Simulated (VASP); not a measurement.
Sn2GeP2:

```
Sn Ge P
1.0
     3.86214    0.00000    0.00000
    -1.93107    3.34471    0.00000
     0.00000    0.00000    8.89881
Sn Ge P
2 1 2
Direct
  0.66667 0.33333 0.34329
  0.33333 0.66667 0.65671
  0.00000 0.00000 0.00000
  0.66667 0.33333 0.82613
  0.33333 0.66667 0.17387
```

The cell was built from a structure type or drawn by symmetry, and may not be a known phase.

```yaml
Program: VASP 6.6.1
Task: relaxation of cell and atoms
Functional: PBE
Potentials_or_basis: VASP PAW PBE potentials, release 64 (Sn_d, Ge_d, P)
Cutoff: 600 eV
k_mesh: 12 × 12 × 4
Occupations: gaussian, width 0.1 eV
Spin: no spin polarisation
```

At the start: pressure 0.1 GPa; volume 22.99 Å³/atom.

Task: How do energy, volume and symmetry change on relaxing?

Result: Over 19 steps the energy falls by 2.3 meV/atom and the volume is 22.56 Å³/atom (-1.9 %); space group P-3m1 (No. 164, to 0.1 Å) before and after.

Step by step:
```tsv
step	energy change (eV)	largest force (eV/Å)	pressure (GPa)	volume (Å³)
1	0.0000	0.1740	0.11	114.95
2	-0.0045	0.0960	-0.21	115.21
3	-0.0059	0.0266	-0.54	115.45
4	-0.0089	0.0375	-0.27	114.49
5	-0.0097	0.0665	0.07	113.51
6	-0.0097	0.0648	0.05	113.62
7	-0.0097	0.0623	0.02	113.71
8	-0.0097	0.0610	0.07	113.67
9	-0.0101	0.0449	0.03	113.56
10	-0.0103	0.0398	-0.01	113.48
11	-0.0105	0.0593	-0.11	113.32
12	-0.0109	0.0505	-0.03	112.98
13	-0.0110	0.0356	0.19	112.41
14	-0.0110	0.0414	0.13	112.63
15	-0.0113	0.0325	0.04	112.66
16	-0.0114	0.0257	-0.03	112.69
17	-0.0116	0.0088	0.08	112.61
18	-0.0116	0.0063	0.09	112.59
19	-0.0116	0.0072	0.01	112.78
```

Final structure:
```yaml
crystal:
  lattice:
    - [3.85739, 0.00000, 0.00000]
    - [-1.92869, 3.34060, 0.00000]
    - [0.00000, 0.00000, 8.75207]
  atoms:
    - { symbol: Sn, position: [0.66667, 0.33333, 0.34953] }
    - { symbol: Sn, position: [0.33333, 0.66667, 0.65047] }
    - { symbol: Ge, position: [0.00000, 0.00000, 0.00000] }
    - { symbol: P, position: [0.66667, 0.33333, 0.82790] }
    - { symbol: P, position: [0.33333, 0.66667, 0.17210] }
```
